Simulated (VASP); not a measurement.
A run of VASP 6.6.1:

The input INCAR:

```
SYSTEM = Zr3ZnN2
PREC = Accurate ; ENCUT = 600
EDIFF = 1E-6 ; ISMEAR = 0
SIGMA = 0.1 ; LREAL = .False.
LASPH = .True. ; NELM = 120
ALGO = Normal ; ISIF = 2
LWAVE = .False. ; LCHARG = .False.
GGA = PE ; NBANDS = 38
GGA_COMPAT = .False.
```

The input KPOINTS:

```
Automatic mesh
0
Gamma
  4 4 6
  0 0 0
```

File POSCAR:

```
Zr3ZnN2
1.0
    2.8625216456     -6.1468335053      0.0000000000
    2.8625216456      6.1468335053      0.0000000000
    0.0000000000      0.0000000000      3.0774483680
Zr Zn N
3 1 2
Direct
    0.7873960215      0.2126039785      0.0000000000
    0.2126039785      0.7873960215      0.0000000000
    0.5000000000      0.5000000000      0.5000000000
    0.0000000000      0.0000000000      0.0000000000
    0.5000000000      0.0000000000      0.5000000000
    0.0000000000      0.5000000000      0.5000000000
```

Potentials or basis: VASP PAW PBE potentials, release 64 (Zr_sv, Zn, N).

The run is started by

```sh
$ cat potpaw_PBE.64/Zr_sv/POTCAR potpaw_PBE.64/Zn/POTCAR potpaw_PBE.64/N/POTCAR > POTCAR
$ mpirun -np 1 vasp_std > vasp.out
```

Hardware: 1 thread of Oxide Virtual Turin-like Processor, with other jobs on the host.

Q: How long does it take, and how much memory?

A: Wall time 3.1 min on 1 thread of Oxide Virtual Turin-like Processor, with other jobs on the host, peak memory 0.3 GiB. Counts: scf iterations 15, k points 28.
